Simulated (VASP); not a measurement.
# Si (I-42m) in VASP: a series of runs

The runs below take Si through single point, with r2SCAN.

Program: VASP 6.6.1. These are calculated values, not measurements. Logs are shortened: lines on timing, memory, paths and dates and some standing lists are left out, and cuts for length are marked.

## 1. The cell of the first run

The structure is tetragonal, space group I-42m (No. 121). The conventional cell has a = 6.655 Å, b = 6.655 Å, c = 3.844 Å, α = 90.00°, β = 90.00°, γ = 90.00°. Within 3.1 Å of Si (site symmetry m) lie 4 Si at 2.34 to 2.45 Å.

## 2. Single point, r2SCAN (atoms displaced along a vibrational mode)

Input file POSCAR:

```
Si
1.0
   -3.3273296544      3.3273296544      1.9218805215
    3.3273296544     -3.3273296544      1.9218805215
    3.3273296544      3.3273296544     -1.9218805215
Si
4
Direct
    0.2568017558      0.2568017558      0.3575063991
    0.8992953567      0.8992953567      0.6424936010
    0.1007046433      0.7431982442      0.0000000000
    0.7431982442      0.1007046433      0.0000000000
```

Input file INCAR.step1:

```
PREC = Accurate
ENCUT = 520
ISMEAR = 0
SIGMA = 0.05
LREAL = F
LASPH = T
NELM = 100
NBANDS = 16
GGA = PE
ALGO = Normal
EDIFF = 1E-4
LWAVE = T
LCHARG = F
```

Input file INCAR.step2:

```
PREC = Accurate
ENCUT = 520
EDIFF = 1E-6
ISMEAR = 0
SIGMA = 0.05
LREAL = F
LASPH = T
NELM = 100
ALGO = Normal
ISIF = 2
LWAVE = F
LCHARG = F
METAGGA = R2SCAN
LMIXTAU = T
NBANDS = 16
ISTART = 1
```

Input file KPOINTS:

```
Automatic mesh
0
Gamma
  10 10 10
```

Potentials or basis: VASP PAW PBE potentials, release 64 (Si).

Command:

```
cat potpaw_PBE.64/Si/POTCAR > POTCAR
cp INCAR.step1 INCAR
mpirun -np 1 vasp_std > vasp.out
cp INCAR.step2 INCAR
mpirun -np 1 vasp_std > vasp.out
```

OUTCAR:

```text
PREC = Accurate
   ENCUT = 520
   EDIFF = 1E-6
   ISMEAR = 0
   LREAL = F
   LASPH = T
   NELM = 100
   ISIF = 2
   METAGGA = R2SCAN
   ISTART = 1

 ion  position               nearest neighbor table
   1  0.257  0.257  0.358-   2 2.34   2 2.34   3 2.45   4 2.45
   2  0.899  0.899  0.642-   1 2.34   1 2.34   4 2.45   3 2.45
   3  0.101  0.743  0.000-   4 2.34   4 2.34   2 2.45   1 2.45
   4  0.743  0.101  0.000-   3 2.34   3 2.34   2 2.45   1 2.45

  LATTYP: Found a body centered tetragonal cell.
 ALAT       =     6.6546593088
 C/A-ratio  =     0.5776044820

  Lattice vectors:

 A1 = (  -3.3273296544,   3.3273296544,   1.9218805215)
 A2 = (   3.3273296544,  -3.3273296544,   1.9218805215)
 A3 = (   3.3273296544,   3.3273296544,  -1.9218805215)

Analysis of symmetry for initial positions (statically):
=====================================================================
 Subroutine PRICEL returns:
 Original cell was already a primitive cell.

 Routine SETGRP: Setting up the symmetry group for a
 body centered tetragonal supercell.

 Subroutine GETGRP returns: Found  8 space group operations
 (whereof  8 operations were pure point group operations)
 out of a pool of 16 trial point group operations.

The static configuration has the point symmetry D_2d.

Analysis of symmetry for dynamics (positions and initial velocities):
=====================================================================
 Subroutine PRICEL returns:
 Original cell was already a primitive cell.

 Routine SETGRP: Setting up the symmetry group for a
 body centered tetragonal supercell.

 Subroutine GETGRP returns: Found  8 space group operations
 (whereof  8 operations were pure point group operations)
 out of a pool of 16 trial point group operations.

The dynamic configuration has the point symmetry D_2d.

 Subroutine INISYM returns: Found  8 space group operations
 (whereof  8 operations are pure point group operations),
 and found     1 'primitive' translations

----------------------------------------------------------------------------------------

                                     Primitive cell

  volume of cell :      85.1095

  direct lattice vectors                    reciprocal lattice vectors
    -3.327329654  3.327329654  1.921880522     0.000000000  0.150270653  0.260161854
     3.327329654 -3.327329654  1.921880522     0.150270653  0.000000000  0.260161854
     3.327329654  3.327329654 -1.921880522     0.150270653  0.150270653  0.000000000

  length of vectors
     5.082899763  5.082899763  5.082899763     0.300442107  0.300442107  0.212514796

  position of ions in fractional coordinates (direct lattice)
     0.256801756  0.256801756  0.357506399
     0.899295357  0.899295357  0.642493601
     0.100704643  0.743198244  0.000000000
     0.743198244  0.100704643  0.000000000

  ion indices of the primitive-cell ions
   primitive index   ion index
                 1           1
                 2           2
                 3           3
                 4           4

----------------------------------------------------------------------------------------

 KPOINTS: Automatic mesh

Automatic generation of k-mesh.
 Grid dimensions read from file:
 generate k-points for:   10   10   10

 Generating k-lattice:

  Cartesian coordinates                     Fractional coordinates (reciprocal lattice)
     0.000000000  0.015027065  0.026016185     0.100000000  0.000000000  0.000000000
     0.015027065  0.000000000  0.026016185     0.000000000  0.100000000  0.000000000
     0.015027065  0.015027065  0.000000000     0.000000000  0.000000000  0.100000000

  Length of vectors
     0.030044211  0.030044211  0.021251480

  Shift w.r.t. Gamma in fractional coordinates (k-lattice)
     0.000000000  0.000000000  0.000000000

 Subroutine IBZKPT returns following result:
 ===========================================

 Found    102 irreducible k-points:

 Following reciprocal coordinates:
            Coordinates               Weight
  0.000000  0.000000  0.000000      1.000000
  0.100000 -0.000000  0.000000      8.000000
  0.200000 -0.000000  0.000000      8.000000
  0.300000 -0.000000  0.000000      8.000000
  0.400000 -0.000000  0.000000      8.000000
  0.500000  0.000000  0.000000      4.000000
[... 16 lines left out ...]
  0.300000  0.300000  0.000000      8.000000
  0.400000  0.300000  0.000000     16.000000
 [... further k-points ...]
   k-points           NKPTS =    102   k-points in BZ     NKDIM =    102   number of bands    NBANDS=     16
   number of dos      NEDOS =    301   number of ions     NIONS =      4
   total plane-waves  NPLWV =  64000
   dimension x,y,z NGX =    40 NGY =   40 NGZ =   40
   dimension x,y,z NGXF=    80 NGYF=   80 NGZF=   80
   ions per type =               4
   NGX,Y,Z   is equivalent  to a cutoff of  13.08, 13.08, 13.08 a.u.
   NGXF,Y,Z  is equivalent  to a cutoff of  26.17, 26.17, 26.17 a.u.
 SYSTEM =  unknown system
   PREC   = accura    normal or accurate (medium, high low for compatibility)
   ISTART =      1    job   : 0-new  1-cont  2-samecut
   ICHARG =      0    charge: 1-file 2-atom 10-const
   ISPIN  =      1    spin polarized calculation?
   LNONCOLLINEAR =      F non collinear calculations
   LSORBIT =      F    spin-orbit coupling
   LASPH  =      T    aspherical Exc in radial PAW
   ENCUT  =  520.0 eV  38.22 Ry    6.18 a.u.   9.45  9.45  9.45*2*pi/ulx,y,z
   NELM   =    100;   NELMIN=  2; NELMDL=  0     # of ELM steps
   EDIFF  = 0.1E-05   stopping-criterion for ELM
   LREAL  =      F    real-space projection
   EDIFFG = 0.1E-04   stopping-criterion for IOM
   NSW    =      0    number of steps for IOM
   IBRION =     -1    ionic relax: 0-MD 1-quasi-New 2-CG
   NFREE  =      0    steps in history (QN), initial steepest desc. (CG)
   ISIF   =      2    stress and relaxation
   ISYM   =      2    0-nonsym 1-usesym 2-fastsym
   POTIM  = 0.5000    time-step for ionic-motion
   TEBEG  =    0.0;   TEEND  =   0.0 temperature during run
   PSTRESS=    0.0 pullay stress
   NELECT =      16.0000    total number of electrons
   NUPDOWN=      -1.0000    fix difference up-down
   EMIN   =  10.00;   EMAX   =-10.00  energy-range for DOS
   EFERMI =   0.00;   METHOD = LEGACY
   ISMEAR =     0;   SIGMA  =   0.05  broadening in eV -4-tet -1-fermi 0-gaus
   EFERMI_NEDOS =   21; number of points for ismear=-14 and -15
   IALGO  =     38    algorithm
   IMIX   =      4    mixing-type and parameters
     AMIX     =   0.40;   BMIX     =  1.00
     AMIX_MAG =   1.60;   BMIX_MAG =  1.00
  volume/ion in A,a.u.               =      21.28       143.59
  Fermi-wavevector in a.u.,A,eV,Ry     =   0.937826  1.772234 11.966557  0.879517
  Thomas-Fermi vector in A             =   2.064976
   LORBIT       =      0    0 simple, 1 ext, 2 COOP (PROOUT), +10 PAW based schemes
   METAGGA = R2SCAN    functional components
   LHFCALC =     F    Hartree Fock is set to
   AEXX    =    0.0000 exact exchange contribution
   IVDW    =     0    specifies the selected vdW correction
   LEPSILON=     F    determine dielectric tensor
   LRPA    =     F    only Hartree local field effects (RPA)
 non-spin polarized calculation
 Gauss-broadening in eV      SIGMA  =   0.05
  energy-cutoff  :      520.00
  volume of cell :       85.11
 maximum number of plane-waves:      2319
 NGX is ok and might be reduce to    40
   NGX = 19   NGY = 19   NGZ = 19

 number of electron      16.0000000 magnetization

 Free energy of the ion-electron system (eV)
  ---------------------------------------------------
  ext. energy  EPLUGINS =         0.00000000
  ---------------------------------------------------
  free energy    TOTEN  =       -34.09202193 eV

  energy without entropy =      -34.09166013  energy(sigma->0) =      -34.09184103

 E-fermi :   5.6331     XC(G=0):  -9.5977

 val. band max:        5.6260858826   @ k =   0.5000   0.5000   0.4000
 cond. band min:       5.6384311647   @ k =  -0.1000  -0.2000   0.1000
 fundamental gap:      0.0123452821
 Fermi energy:         5.6331289164

 k-point     1 :       0.0000    0.0000    0.0000
  band No.  band energies     occupation
      1      -7.1752      2.00000
      2      -2.8534      2.00000
      3      -0.2243      2.00000
      4      -0.2243      2.00000
      5       1.7034      2.00000
      6       3.7496      2.00000
[... 8 lines left out ...]
     15      10.8939      0.00000
     16      11.3614      0.00000

 k-point     2 :       0.1000   -0.0000    0.0000
  band No.  band energies     occupation
      1      -7.0554      2.00000
      2      -2.8684      2.00000
      3      -0.3660      2.00000
      4      -0.0577      2.00000
      5       1.7985      2.00000
      6       3.1031      2.00000
[... 8 lines left out ...]
     15      10.4085      0.00000
     16      11.8273      0.00000

 k-point     3 :       0.2000   -0.0000    0.0000
  band No.  band energies     occupation
      1      -6.7010      2.00000
      2      -2.8592      2.00000
      3      -0.7961      2.00000
      4       0.1930      2.00000
      5       1.9095      2.00000
      6       2.0188      2.00000
[... 8 lines left out ...]
     15      10.9157      0.00000
     16      12.2699      0.00000

 k-point     4 :       0.3000   -0.0000    0.0000
  band No.  band energies     occupation
      1      -6.1326      2.00000
      2      -2.7455      2.00000
      3      -1.5936      2.00000
      4      -0.1265      2.00000
      5       1.2232      2.00000
      6       1.9568      2.00000
[... 8 lines left out ...]
     15      12.2568      0.00000
     16      12.4383      0.00000
[... 324 lines left out ...]
 k-point    22 :      -0.2000    0.2000    0.0000
  band No.  band energies     occupation
      1      -6.9445      2.00000
      2      -3.6219      2.00000
      3      -0.1989      2.00000
      4      -0.0368      2.00000
      5       2.6510      2.00000
      6       3.5584      2.00000
[... 8 lines left out ...]
     15      11.3512      0.00000
     16      12.0517      0.00000

 k-point    23 :       0.3000    0.3000    0.0000
  band No.  band energies     occupation
      1      -4.8693      2.00000
      2      -3.5849      2.00000
      3      -2.7233      2.00000
      4      -0.5918      2.00000
      5       0.7285      2.00000
      6       2.6166      2.00000
[... 8 lines left out ...]
     15      12.2215      0.00000
     16      13.7371      0.00000

 k-point    24 :       0.4000    0.3000    0.0000
  band No.  band energies     occupation
      1      -5.3380      2.00000
      2      -4.2021      2.00000
      3      -1.9289      2.00000
      4       0.1320      2.00000
      5       0.9461      2.00000
      6       2.4432      2.00000
[... 8 lines left out ...]
     15      11.7749      0.00000
     16      12.5351      0.00000

 [... further k-points ...]

------------------------ aborting loop because EDIFF is reached ----------------------------------------

  FORCE on cell =-STRESS in cart. coord.  units (eV):
  Direction    XX          YY          ZZ          XY          YZ          ZX
  --------------------------------------------------------------------------------------
  -------------------------------------------------------------------------------------
  Total       -1.6172666     -1.6172666     -1.2065920      0.0000000     -0.0000000      0.0000000
  in kB      -30.4448733    -30.4448733    -22.7139663      0.0000000     -0.0000000      0.0000000
  external PRESSURE =     -27.8679043 kB  Pullay stress =       0.0000000 kB

 VOLUME and BASIS-vectors are now :
 -----------------------------------------------------------------------------
  energy-cutoff  :      520.00
  volume of cell :       85.11
      direct lattice vectors                 reciprocal lattice vectors
    -3.327329654  3.327329654  1.921880522     0.000000000  0.150270653  0.260161854
     3.327329654 -3.327329654  1.921880522     0.150270653  0.000000000  0.260161854
     3.327329654  3.327329654 -1.921880522     0.150270653  0.150270653  0.000000000

 POSITION                                       TOTAL-FORCE (eV/Angst)
 -----------------------------------------------------------------------------------
      1.18954      1.18954      0.30000        -0.410771     -0.410771     -0.972575
      2.13779      2.13779      2.22188         0.410771      0.410771     -0.972575
      2.13779     -2.13779      1.62188         0.410771     -0.410771      0.972575
     -2.13779      2.13779      1.62188        -0.410771      0.410771      0.972575
 -----------------------------------------------------------------------------------
    total drift:                                0.000001      0.000001      0.000004

  FREE ENERGIE OF THE ION-ELECTRON SYSTEM (eV)
  ---------------------------------------------------
  free  energy   TOTEN  =       -34.0920219343 eV

  energy  without entropy=      -34.0916601281  energy(sigma->0) =      -34.09184103
```

Wall time 17 min (1 thread of Intel Xeon 8259CL, shared host); peak memory 0.27 GiB.

Results:

```yaml
Free_energy: -34.0920 eV
Pressure: -2.8 GPa
Largest_force: 1.133 eV/Å
Band_gap_on_the_k_mesh: zero (bands 8 and 9 overlap by 0.10 eV)
```

Forces in eV/Å, atoms in the order of the input:
```
Si  -0.411 -0.411 -0.973
Si   0.411  0.411 -0.973
Si   0.411 -0.411  0.973
Si  -0.411  0.411  0.973
```

Stress tensor (GPa, compression positive):
```
-3.04  0.00  0.00
 0.00 -3.04  0.00
 0.00  0.00 -2.27
```

Levels at points of the mesh, in eV from the Fermi level:
| k point | band 6 | band 7 | band 8 | band 9 | band 10 | band 11 |
| --- | --- | --- | --- | --- | --- | --- |
| (0.00, 0.00, 0.00) | -1.88 | -1.88 | -0.41 | 1.39 | 1.44 | 1.44 |
| (0.50, 0.00, 0.00) | -3.84 | -2.49 | -1.58 | 0.58 | 2.03 | 2.92 |
| (0.50, 0.50, 0.00) | -2.36 | -2.11 | -2.01 | 1.11 | 1.77 | 2.12 |
| (0.50, 0.50, 0.50) | -1.57 | 0.10 | 0.10 | 1.44 | 2.74 | 3.37 |

Caveat: the cell differs from its parent crystal (atoms displaced along a vibrational mode); semilocal functionals underestimate gaps, and a narrow one can read as zero; the PAW data sets were made with another functional, which shifts forces and pressure a little.

(Part 1 of 2 ends here.)
